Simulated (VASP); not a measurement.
A run of VASP 6.6.1 is set up as follows.

INCAR

```
SYSTEM = MgCd2Te3
ALGO = Normal ; EDIFF = 1E-6
ENCUT = 600 ; GGA = PE
GGA_COMPAT = .FALSE. ; ISIF = 2
ISMEAR = 0 ; LASPH = .TRUE.
LCHARG = .FALSE. ; LREAL = .FALSE.
LWAVE = .FALSE. ; NBANDS = 56
NELM = 120 ; PREC = Accurate
SIGMA = 0.1
```

KPOINTS

```
k-points
0
G
  6 6 1
  0 0 0
```

Contents of POSCAR:

```
MgCd2Te3
1.0
    4.3044498600      0.0000000000      0.0000000000
   -2.1522249300      3.7277629300      0.0000000000
    0.0000000000      0.0000000000     21.0267337900
Mg Cd Te
2 4 6
Direct
    0.0000000000      0.0000000000      0.5000000000
    0.0000000000      0.0000000000      0.0000000000
    0.0000000000      0.0000000000      0.8333333300
    0.0000000000      0.0000000000      0.1666666700
    0.0000000000      0.0000000000      0.6666666700
    0.0000000000      0.0000000000      0.3333333300
    0.3333333300      0.6666666700      0.7500000000
    0.3333333300      0.6666666700      0.0833333300
    0.3333333300      0.6666666700      0.4166666700
    0.6666666700      0.3333333300      0.9166666700
    0.6666666700      0.3333333300      0.2500000000
    0.6666666700      0.3333333300      0.5833333300
```

Potentials or basis: VASP PAW PBE potentials, release 64 (Mg, Cd, Te).

Run with:

```sh
$ cat potpaw_PBE.64/Mg/POTCAR potpaw_PBE.64/Cd/POTCAR potpaw_PBE.64/Te/POTCAR > POTCAR
$ mpirun -np 1 vasp_std > vasp.out
```

(1) Predict the pressure.

(2) What does it give for the largest force?

## Answers

(1) 0.6 GPa.

(2) 0.350 eV/Å.
